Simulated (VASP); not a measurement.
# Cd (Fd-3m) in VASP: a series of runs, part 2 of 2

VASP 6.6.1. The steps go on from the part before.

## 3. Relaxation of cell and atoms, PBE, target pressure 18 GPa, at which the enthalpy is minimised

This run uses another cell than the first one, of 25.34 Å³/atom.

INCAR reads:

```
ALGO = Normal
EDIFF = 1E-6
EDIFFG = -0.005
ENCUT = 600
GGA = PE
IBRION = 2
ISIF = 3
ISMEAR = -1
LASPH = True
LCHARG = False
LREAL = False
LWAVE = False
NELM = 80
NSW = 32
PREC = Accurate
PSTRESS = 180.0
SIGMA = 0.1
```

KPOINTS reads:

```
k-points
0
Gamma
  12 12 12
```

POSCAR reads:

```
Cd
1.0
    0.0000000000      2.9372976105      2.9372976105
    2.9372976105      0.0000000000      2.9372976105
    2.9372976105      2.9372976105      0.0000000000
Cd
2
Direct
   -0.1250000000     -0.1250000000     -0.1250000000
    0.1250000000      0.1250000000      0.1250000000
```

Potentials or basis: VASP PAW PBE potentials, release 64 (Cd).

Launch:

```console
$ cat potpaw_PBE.64/Cd/POTCAR > POTCAR
$ mpirun -np 1 vasp_std > vasp.out
```

OUTCAR:

```text
EDIFF = 1E-6
   EDIFFG = -0.005
   ENCUT = 600
   GGA = PE
   IBRION = 2
   ISIF = 3
   ISMEAR = -1
   LASPH = True
   LREAL = False
   NELM = 80
   NSW = 32
   PREC = Accurate
   PSTRESS = 180.0

 ion  position               nearest neighbor table
   1  0.875  0.875  0.875-   2 2.54   2 2.54   2 2.54   2 2.54
   2  0.125  0.125  0.125-   1 2.54   1 2.54   1 2.54   1 2.54

  LATTYP: Found a face centered cubic cell.
 ALAT       =     5.8745952210

  Lattice vectors:

 A1 = (   0.0000000000,   2.9372976105,   2.9372976105)
 A2 = (   2.9372976105,   0.0000000000,   2.9372976105)
 A3 = (   2.9372976105,   2.9372976105,   0.0000000000)

Analysis of symmetry for initial positions (statically):
=====================================================================
 Subroutine PRICEL returns:
 Original cell was already a primitive cell.

 Routine SETGRP: Setting up the symmetry group for a
 face centered cubic supercell.

 Subroutine GETGRP returns: Found 48 space group operations
 (whereof 12 operations were pure point group operations)
 out of a pool of 48 trial point group operations.
[... 165 lines left out ...]

  energy without entropy =        0.11363619  energy(sigma->0) =        0.09758674

------------------------ aborting loop because EDIFF is reached ----------------------------------------

  FORCE on cell =-STRESS in cart. coord.  units (eV):
  Direction    XX          YY          ZZ          XY          YZ          ZX
  --------------------------------------------------------------------------------------
  -------------------------------------------------------------------------------------
  Total        5.9217119      5.9217119      5.9217119     -0.0000000      0.0000000      0.0000000
  in kB      187.1905866    187.1905866    187.1905866     -0.0000000      0.0000000      0.0000000
  external PRESSURE =       7.1905866 kB  Pullay stress =     180.0000000 kB
[... 63 lines left out ...]
--------------------------------------- Ionic step        3  -------------------------------------------

 number of electron      23.9999998 magnetization

 Free energy of the ion-electron system (eV)
  ---------------------------------------------------
  ext. energy  EPLUGINS =         0.00000000
  ---------------------------------------------------
  free energy    TOTEN  =         0.03835194 eV

  energy without entropy =        0.07068185  energy(sigma->0) =        0.05451689

 E-fermi :   1.7691     XC(G=0):  -9.9000

 val. band max:        1.7629520224   @ k =  -0.4167   0.3333   0.1667
 cond. band min:       1.7794832126   @ k =  -0.3333   0.5000   0.1667
 fundamental gap:      0.0165311901
 Fermi energy:         1.7690963942

 k-point     1 :       0.0000    0.0000    0.0000
  band No.  band energies     occupation
      1      -8.2614      2.00000
      2      -8.2614      2.00000
      3      -8.2614      2.00000
      4      -8.2041      2.00000
      5      -8.2041      2.00000
      6      -6.9120      2.00000
[... 433 lines left out ...]
      3      -8.1323      2.00000
      4      -7.8798      2.00000
      5      -7.8001      2.00000
      6      -7.3977      2.00000
[... 8 lines left out ...]
     15       7.9688      0.00000
     16      10.5847      0.00000

 [... further k-points ...]
[... 5 lines left out ...]
  --------------------------------------------------------------------------------------
  -------------------------------------------------------------------------------------
  Total        5.7367978      5.7367978      5.7367978      0.0000000     -0.0000000      0.0000000
  in kB      180.0070228    180.0070228    180.0070228      0.0000000     -0.0000000      0.0000000
  external PRESSURE =       0.0070228 kB  Pullay stress =     180.0000000 kB
[... 21 lines left out ...]
  energy  without entropy=        0.0706818477  energy(sigma->0) =        0.05451689

  enthalpy is  TOTEN    =         5.7749258909 eV   P V=        5.7365739541

 reached required accuracy - stopping structural energy minimisation
```

OSZICAR:

```text
N       E                     dE             d eps       ncg     rms          rms(c)
DAV:   1     0.175001592913E+03    0.17500E+03   -0.14025E+04  2312   0.163E+03
DAV:   2     0.352595401461E+01   -0.17148E+03   -0.16790E+03  2360   0.383E+02
DAV:   3    -0.430936595208E-01   -0.35690E+01   -0.35646E+01  2720   0.656E+01
DAV:   4    -0.488906563792E-01   -0.57970E-02   -0.57969E-02  2568   0.241E+00
[... 20 lines left out ...]
DAV:   3     0.381135596717E-01    0.15863E-02   -0.39588E-03  2680   0.718E-01    0.273E-01
DAV:   4     0.383535474148E-01    0.23999E-03   -0.33106E-04  2440   0.178E-01    0.268E-02
DAV:   5     0.383546913095E-01    0.11439E-05   -0.11084E-05  2584   0.374E-02    0.139E-02
DAV:   6     0.383525280863E-01   -0.21632E-05   -0.19254E-06  1792   0.120E-02    0.425E-03
DAV:   7     0.383519368447E-01   -0.59124E-06   -0.28170E-07  1232   0.647E-03
   3 F= 0.57749259E+01 E0= 0.57910908E+01  d E =-.851495E-03
```

CONTCAR:

```text
Cd
   1.00000000000000
    -0.0000000000000000    2.9445587656927477    2.9445587656927477
     2.9445587656927477   -0.0000000000000000    2.9445587656927477
     2.9445587656927477    2.9445587656927477    0.0000000000000000
  Cd
     2
Direct
     0.8750000000000000    0.8750000000000000    0.8750000000000000
     0.1250000000000000    0.1250000000000000    0.1250000000000000

  0.00000000E+00  0.00000000E+00  0.00000000E+00
  0.00000000E+00  0.00000000E+00  0.00000000E+00
```

It took 1.7 min on 1 thread of AMD EPYC 9R45 (Zen 5), shared host; peak memory 0.22 GiB.

What came out:

| Quantity | Value |
| --- | --- |
| Free energy | 0.0384 eV |
| Relaxed volume | 25.53 Å³/atom |
| Relaxed cell | a = 4.164 Å, b = 4.164 Å, c = 4.164 Å, α = 60.00°, β = 60.00°, γ = 60.00° |
| Space group after relaxing (to 0.1 Å) | Fd-3m (No. 227) |
| Energy change on relaxing (the run minimises the enthalpy) | -21.6 meV/atom |
| Ionic steps | 3 |
| Pressure after relaxing | 18.0 GPa |
| Band gap on the k mesh | zero (bands 12 and 13 overlap by 7.13 eV) |

Step by step:
```tsv
step	energy change (eV)	largest force (eV/Å)	pressure (GPa)	volume (Å³)
1	0.0000	0.0000	18.72	50.68
2	-0.0938	0.0000	17.15	51.52
3	-0.0432	0.0000	18.00	51.06
```

Final structure:
```
CELL_PARAMETERS angstrom
0.00000 2.94456 2.94456
2.94456 0.00000 2.94456
2.94456 2.94456 0.00000
ATOMIC_POSITIONS crystal
Cd 0.87500 0.87500 0.87500
Cd 0.12500 0.12500 0.12500
```

Caveat: the cell is relaxed towards a set pressure, so the run minimises the enthalpy, not the energy.
